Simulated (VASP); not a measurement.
# Ga2SbP3 (P-6m2) in VASP: settings compared

Ga2SbP3 is run at these levels: PBEsol, r2SCAN+rVV10; tasks: single point, relaxation of cell and atoms.

Everything below comes from runs of VASP 6.6.1. Logs are shortened: lines on timing, memory, paths and dates and some standing lists are left out, and cuts for length are marked.

## Step 1: The cell of the first run

It takes space group P-6m2 (No. 187, hexagonal). Conventional cell: a = 4.745 Å, b = 4.745 Å, c = 5.511 Å, α = 90.00°, β = 90.00°, γ = 120.00°. Within 3.4 Å of Ga (site symmetry 3m) lie 2 Ga at 2.61 to 2.90 Å and 9 P at 3.03 to 3.10 Å and 3 Sb at 3.10 Å. Within 3.6 Å of Sb (site symmetry -6m2) lie 5 P at 2.74 to 2.76 Å and 6 Ga at 3.10 Å. Within 3.6 Å of P (site symmetry -6m2) lie 3 P at 2.74 Å and 2 Sb at 2.76 Å and 6 Ga at 3.03 Å. P (site symmetry -6m2) has 3 Sb at 2.74 Å and 2 P at 2.76 Å and 6 Ga at 3.10 Å within 3.6 Å. P (site symmetry -6m2) has 5 P at 2.74 to 2.76 Å and 6 Ga at 3.03 Å within 3.6 Å.

## Step 2: Single point, PBEsol

Contents of INCAR:

```
  ALGO = Normal
  EDIFF = 1E-6
  ENCUT = 520
  GGA = PS
  ISIF = 2
  ISMEAR = -1
  LASPH = T
  LCHARG = T
  LELF = T
  LREAL = F
  LVHAR = T
  LWAVE = F
  NBANDS = 32
  NELM = 60
  PREC = Accurate
  SIGMA = 0.03
```

Contents of KPOINTS:

```
k-points
0
Gamma
  6 6 4
```

Contents of POSCAR:

```
Ga2SbP3
1.0
    4.7451159373      0.0000000000      0.0000000000
   -2.3725579687      4.1093909456      0.0000000000
    0.0000000000      0.0000000000      5.5107076136
Ga Sb P
2 1 3
Direct
    0.6666666667      0.3333333333      0.2631052552
    0.6666666667      0.3333333333      0.7368947448
    0.0000000000      0.0000000000      0.0000000000
    0.0000000000      0.0000000000      0.5000000000
    0.3333333333      0.6666666667      0.0000000000
    0.3333333333      0.6666666667      0.5000000000
```

Potentials or basis: VASP PAW PBE potentials, release 64 (Ga_d, Sb, P).

Run with:

```console
$ cat potpaw_PBE.64/Ga_d/POTCAR potpaw_PBE.64/Sb/POTCAR potpaw_PBE.64/P/POTCAR > POTCAR
$ mpirun -np 1 vasp_std > vasp.out
```

OUTCAR:

```text
EDIFF = 1E-6
   ENCUT = 520
   GGA = PS
   ISIF = 2
   ISMEAR = -1
   LASPH = T
   LREAL = F
   NELM = 60
   PREC = Accurate

 ion  position               nearest neighbor table
   1  0.667  0.333  0.263-   2 2.61   2 2.90   3 3.10   3 3.10   3 3.10
   2  0.667  0.333  0.737-   1 2.61   1 2.90   3 3.10   3 3.10   3 3.10
   3  0.000  0.000  0.000-   5 2.74   5 2.74   5 2.74   4 2.76   4 2.76   1 3.10   2 3.10   2 3.10
                             1 3.10   2 3.10   1 3.10
   4  0.000  0.000  0.500-   6 2.74   6 2.74   6 2.74   3 2.76   3 2.76
   5  0.333  0.667  0.000-   3 2.74   3 2.74   3 2.74   6 2.76   6 2.76
   6  0.333  0.667  0.500-   4 2.74   4 2.74   4 2.74   5 2.76   5 2.76

  LATTYP: Found a hexagonal cell.
 ALAT       =     4.7451159373
 C/A-ratio  =     1.1613430918

  Lattice vectors:

 A1 = (   4.7451159373,   0.0000000000,   0.0000000000)
 A2 = (  -2.3725579687,   4.1093909456,   0.0000000000)
 A3 = (   0.0000000000,   0.0000000000,   5.5107076136)

Analysis of symmetry for initial positions (statically):
=====================================================================
 Subroutine PRICEL returns:
 Original cell was already a primitive cell.

 Routine SETGRP: Setting up the symmetry group for a
 hexagonal supercell.

 Subroutine GETGRP returns: Found 12 space group operations
 (whereof 12 operations were pure point group operations)
 out of a pool of 24 trial point group operations.

The static configuration has the point symmetry D_3h.

Analysis of symmetry for dynamics (positions and initial velocities):
=====================================================================
 Subroutine PRICEL returns:
 Original cell was already a primitive cell.

 Routine SETGRP: Setting up the symmetry group for a
 hexagonal supercell.

 Subroutine GETGRP returns: Found 12 space group operations
 (whereof 12 operations were pure point group operations)
 out of a pool of 24 trial point group operations.

The dynamic configuration has the point symmetry D_3h.

 Subroutine INISYM returns: Found 12 space group operations
 (whereof 12 operations are pure point group operations),
 and found     1 'primitive' translations

----------------------------------------------------------------------------------------

                                     Primitive cell

  volume of cell :     107.4562

  direct lattice vectors                    reciprocal lattice vectors
     4.745115937  0.000000000  0.000000000     0.210743007  0.121672532  0.000000000
    -2.372557969  4.109390946  0.000000000     0.000000000  0.243345063  0.000000000
     0.000000000  0.000000000  5.510707614     0.000000000  0.000000000  0.181464899

  length of vectors
     4.745115937  4.745115937  5.510707614     0.243345063  0.243345063  0.181464899

  position of ions in fractional coordinates (direct lattice)
     0.666666667  0.333333333  0.263105255
     0.666666667  0.333333333  0.736894745
     0.000000000  0.000000000  0.000000000
     0.000000000  0.000000000  0.500000000
     0.333333333  0.666666667  0.000000000
     0.333333333  0.666666667  0.500000000

  ion indices of the primitive-cell ions
   primitive index   ion index
                 1           1
                 2           2
                 3           3
                 4           4
                 5           5
                 6           6

----------------------------------------------------------------------------------------

 KPOINTS: k-points

Automatic generation of k-mesh.
 Grid dimensions read from file:
 generate k-points for:    6    6    4

 Generating k-lattice:

  Cartesian coordinates                     Fractional coordinates (reciprocal lattice)
     0.035123834  0.020278755  0.000000000     0.166666667  0.000000000  0.000000000
     0.000000000  0.040557511  0.000000000     0.000000000  0.166666667  0.000000000
     0.000000000  0.000000000  0.045366225     0.000000000  0.000000000  0.250000000

  Length of vectors
     0.040557511  0.040557511  0.045366225

  Shift w.r.t. Gamma in fractional coordinates (k-lattice)
     0.000000000  0.000000000  0.000000000

 Subroutine IBZKPT returns following result:
 ===========================================

 Found     21 irreducible k-points:

 Following reciprocal coordinates:
            Coordinates               Weight
  0.000000  0.000000  0.000000      1.000000
  0.166667  0.000000  0.000000      6.000000
  0.333333  0.000000  0.000000      6.000000
  0.500000  0.000000  0.000000      3.000000
  0.166667  0.166667  0.000000      6.000000
  0.333333  0.166667  0.000000     12.000000
[... 13 lines left out ...]
  0.333333  0.166667  0.500000     12.000000
  0.333333  0.333333  0.500000      2.000000
   k-points           NKPTS =     21   k-points in BZ     NKDIM =     21   number of bands    NBANDS=     32
   number of dos      NEDOS =    301   number of ions     NIONS =      6
   total plane-waves  NPLWV =  54432
   dimension x,y,z NGX =    36 NGY =   36 NGZ =   42
   dimension x,y,z NGXF=    72 NGYF=   72 NGZF=   84
   ions per type =               2   1   3
   NGX,Y,Z   is equivalent  to a cutoff of  12.61, 12.61, 12.67 a.u.
   NGXF,Y,Z  is equivalent  to a cutoff of  25.23, 25.23, 25.34 a.u.
 SYSTEM =  unknown system
   PREC   = accura    normal or accurate (medium, high low for compatibility)
   ISTART =      0    job   : 0-new  1-cont  2-samecut
   ICHARG =      2    charge: 1-file 2-atom 10-const
   ISPIN  =      1    spin polarized calculation?
   LNONCOLLINEAR =      F non collinear calculations
   LSORBIT =      F    spin-orbit coupling
   LASPH  =      T    aspherical Exc in radial PAW
   ENCUT  =  520.0 eV  38.22 Ry    6.18 a.u.   8.82  8.82 10.25*2*pi/ulx,y,z
   NELM   =     60;   NELMIN=  2; NELMDL= -5     # of ELM steps
   EDIFF  = 0.1E-05   stopping-criterion for ELM
   LREAL  =      F    real-space projection
   EDIFFG = 0.1E-04   stopping-criterion for IOM
   NSW    =      0    number of steps for IOM
   IBRION =     -1    ionic relax: 0-MD 1-quasi-New 2-CG
   NFREE  =      0    steps in history (QN), initial steepest desc. (CG)
   ISIF   =      2    stress and relaxation
   ISYM   =      2    0-nonsym 1-usesym 2-fastsym
   POTIM  = 0.5000    time-step for ionic-motion
   TEBEG  =    0.0;   TEEND  =   0.0 temperature during run
   PSTRESS=    0.0 pullay stress
   NELECT =      46.0000    total number of electrons
   NUPDOWN=      -1.0000    fix difference up-down
   EMIN   =  10.00;   EMAX   =-10.00  energy-range for DOS
   EFERMI =   0.00;   METHOD = LEGACY
   ISMEAR =    -1;   SIGMA  =   0.03  broadening in eV -4-tet -1-fermi 0-gaus
   EFERMI_NEDOS =   21; number of points for ismear=-14 and -15
   IALGO  =     38    algorithm
   IMIX   =      4    mixing-type and parameters
     AMIX     =   0.40;   BMIX     =  1.00
     AMIX_MAG =   1.60;   BMIX_MAG =  1.00
  volume/ion in A,a.u.               =      17.91       120.86
  Fermi-wavevector in a.u.,A,eV,Ry     =   1.233816  2.331573 20.712158  1.522301
  Thomas-Fermi vector in A             =   2.368531
   LORBIT       =      0    0 simple, 1 ext, 2 COOP (PROOUT), +10 PAW based schemes
   GGA     = PS    functional components
   LHFCALC =     F    Hartree Fock is set to
   AEXX    =    0.0000 exact exchange contribution
   IVDW    =     0    specifies the selected vdW correction
   LEPSILON=     F    determine dielectric tensor
   LRPA    =     F    only Hartree local field effects (RPA)
 non-spin polarized calculation
  energy-cutoff  :      520.00
  volume of cell :      107.46
 maximum number of plane-waves:      2943
 NGX is ok and might be reduce to    36
   NGX = 17   NGY = 17   NGZ = 21

 number of electron      46.0000002 magnetization

 Free energy of the ion-electron system (eV)
  ---------------------------------------------------
  ext. energy  EPLUGINS =         0.00000000
  ---------------------------------------------------
  free energy    TOTEN  =       -26.57797869 eV

  energy without entropy =      -26.57310901  energy(sigma->0) =      -26.57554385

 E-fermi :   8.0305     XC(G=0): -11.1526

 val. band max:        8.0110306846   @ k =   0.0000   0.0000   0.0000
 cond. band min:       8.1503646102   @ k =   0.1667   0.1667   0.5000
 fundamental gap:      0.1393339256
 Fermi energy:         8.0305476908

 k-point     1 :       0.0000    0.0000    0.0000
  band No.  band energies     occupation
      1      -7.0938      2.00000
      2      -6.9538      2.00000
      3      -6.9538      2.00000
      4      -6.8757      2.00000
      5      -6.8757      2.00000
      6      -6.8337      2.00000
[... 24 lines left out ...]
     31      11.7233      0.00000
     32      11.7233      0.00000

 k-point     2 :       0.1667    0.0000    0.0000
  band No.  band energies     occupation
      1      -7.0925      2.00000
      2      -6.9618      2.00000
      3      -6.9549      2.00000
      4      -6.8819      2.00000
      5      -6.8719      2.00000
      6      -6.8348      2.00000
[... 24 lines left out ...]
     31      12.8863      0.00000
     32      13.4255      0.00000

 k-point     3 :       0.3333    0.0000    0.0000
  band No.  band energies     occupation
      1      -7.0908      2.00000
      2      -6.9770      2.00000
      3      -6.9572      2.00000
      4      -6.8964      2.00000
      5      -6.8641      2.00000
      6      -6.8371      2.00000
[... 24 lines left out ...]
     31      12.5863      0.00000
     32      12.9383      0.00000

 k-point     4 :       0.5000    0.0000    0.0000
  band No.  band energies     occupation
      1      -7.0902      2.00000
      2      -6.9841      2.00000
      3      -6.9583      2.00000
      4      -6.9042      2.00000
      5      -6.8602      2.00000
      6      -6.8383      2.00000
[... 549 lines left out ...]
     31      12.7632      0.00000
     32      13.5130      0.00000

 k-point    20 :       0.3333    0.1667    0.5000
  band No.  band energies     occupation
      1      -6.9495      2.00000
      2      -6.9088      2.00000
      3      -6.8966      2.00000
      4      -6.8693      2.00000
      5      -6.8628      2.00000
      6      -6.8535      2.00000
[... 24 lines left out ...]
     31      12.4906      0.00000
     32      12.8293      0.00000

 k-point    21 :       0.3333    0.3333    0.5000
  band No.  band energies     occupation
      1      -6.9484      2.00000
      2      -6.9057      2.00000
      3      -6.9042      2.00000
      4      -6.8635      2.00000
      5      -6.8632      2.00000
      6      -6.8586      2.00000
[... 24 lines left out ...]
     31      13.3848      0.00000
     32      13.5591      0.00000

------------------------ aborting loop because EDIFF is reached ----------------------------------------

  FORCE on cell =-STRESS in cart. coord.  units (eV):
  Direction    XX          YY          ZZ          XY          YZ          ZX
  --------------------------------------------------------------------------------------
  -------------------------------------------------------------------------------------
  Total        0.1035569      0.1035569      0.0708268     -0.0000000      0.0000000     -0.0000000
  in kB        1.5440375      1.5440375      1.0560308     -0.0000000      0.0000000     -0.0000000
  external PRESSURE =       1.3813686 kB  Pullay stress =       0.0000000 kB

 VOLUME and BASIS-vectors are now :
 -----------------------------------------------------------------------------
  energy-cutoff  :      520.00
  volume of cell :      107.46
      direct lattice vectors                 reciprocal lattice vectors
     4.745115937  0.000000000  0.000000000     0.210743007  0.121672532  0.000000000
    -2.372557969  4.109390946  0.000000000     0.000000000  0.243345063  0.000000000
     0.000000000  0.000000000  5.510707614     0.000000000  0.000000000  0.181464899

 POSITION                                       TOTAL-FORCE (eV/Angst)
 -----------------------------------------------------------------------------------
      2.37256      1.36980      1.44990        -0.000000     -0.000000     -0.000584
      2.37256      1.36980      4.06081         0.000000     -0.000000      0.000584
      0.00000      0.00000      0.00000         0.000000      0.000000      0.000000
      0.00000      0.00000      2.75535         0.000000      0.000000      0.000000
     -0.00000      2.73959      0.00000         0.000000      0.000000      0.000000
     -0.00000      2.73959      2.75535        -0.000000      0.000000      0.000000
 -----------------------------------------------------------------------------------
    total drift:                               -0.000000      0.000000      0.000000

  FREE ENERGIE OF THE ION-ELECTRON SYSTEM (eV)
  ---------------------------------------------------
  free  energy   TOTEN  =       -26.5779786876 eV

  energy  without entropy=      -26.5731090109  energy(sigma->0) =      -26.57554385
```

It took 30 s on 1 thread of Intel Xeon 6975P-C (Granite Rapids), shared host; peak memory 0.25 GiB.

What came out:

```yaml
Free_energy: -26.5780 eV
Pressure: 0.1 GPa
Band_gap_on_the_k_mesh: zero (bands 23 and 24 overlap by 3.03 eV)
```

Caveat: the PAW data sets were made with another functional, which shifts forces and pressure a little; spin-orbit coupling is left out, which moves the levels of the heavy elements.

## Step 3: Single point, r2SCAN+rVV10

This run uses another cell than the first one, of 18.33 Å³/atom.

Contents of POSCAR:

```
Ga2SbP3
1.0
    4.7924957030      0.0000000000      0.0000000000
   -2.3962478515      4.1504230263      0.0000000000
    0.0000000000      0.0000000000      5.5299641949
Ga Sb P
2 1 3
Direct
    0.6666666667      0.3333333333      0.2634300356
    0.6666666667      0.3333333333      0.7365699644
    0.0000000000      0.0000000000      0.0000000000
    0.0000000000      0.0000000000      0.5000000000
    0.3333333333      0.6666666667      0.0000000000
    0.3333333333      0.6666666667      0.5000000000
```

Contents of INCAR.step1:

```
PREC = Accurate
ENCUT = 520
ISMEAR = -1
SIGMA = 0.03
LREAL = F
LASPH = T
NELM = 60
NBANDS = 32
GGA = PE
ALGO = Normal
EDIFF = 1E-4
LWAVE = T
LCHARG = F
```

Contents of INCAR.step2:

```
PREC = Accurate
ENCUT = 520
EDIFF = 1E-6
ISMEAR = -1
SIGMA = 0.03
LREAL = F
LASPH = T
NELM = 60
ALGO = Normal
ISIF = 2
LWAVE = F
LCHARG = F
METAGGA = R2SCAN
LMIXTAU = T
LUSE_VDW = T
IVDW_NL = 2
BPARAM = 11.95
CPARAM = 0.0093
NBANDS = 32
ISTART = 1
```

Contents of KPOINTS:

```
regular mesh
0
Gamma
  6 6 4
```

Potentials or basis: VASP PAW PBE potentials, release 64 (Ga_d, Sb, P).

Run with:

```console
$ cat potpaw_PBE.64/Ga_d/POTCAR potpaw_PBE.64/Sb/POTCAR potpaw_PBE.64/P/POTCAR > POTCAR
$ cp INCAR.step1 INCAR
$ mpirun -np 1 vasp_std > vasp.out
$ cp INCAR.step2 INCAR
$ mpirun -np 1 vasp_std > vasp.out
```

Wall time 2.3 min (1 thread of Intel Xeon 6975P-C (Granite Rapids), shared host); peak memory 0.47 GiB.

The run converged. Its results:

```yaml
Free_energy: -71.2489 eV
Pressure: 0.1 GPa
Largest_force: 0.004 eV/Å
Band_gap_on_the_k_mesh: zero (bands 23 and 24 overlap by 3.07 eV)
```

Forces on the atoms (eV/Å):
```
Ga   0.000  0.000  0.004
Ga   0.000  0.000 -0.004
Sb   0.000  0.000  0.000
P    0.000  0.000  0.000
P    0.000  0.000  0.000
P    0.000  0.000  0.000
```

Levels at points of the mesh, in eV from the Fermi level:
```tsv
k point	band 21	band 22	band 23	band 24	band 25	band 26
(0.00, 0.00, 0.00)	-3.04	-2.58	-2.58	-0.11	-0.06	0.94
(0.50, 0.00, 0.00)	-2.36	-0.16	0.14	1.05	1.45	2.59
(0.00, 0.00, 0.50)	-2.62	-2.53	-2.25	-2.25	-1.88	-1.88
(0.50, 0.00, 0.50)	-1.10	-0.73	0.77	1.01	1.54	2.03
```

Caveat: the PAW data sets were made with another functional, which shifts forces and pressure a little; spin-orbit coupling is left out, which moves the levels of the heavy elements.

(Part 1 of 2 ends here.)

The gap in the log of VASP goes by the Fermi energy; the results here count the filled bands.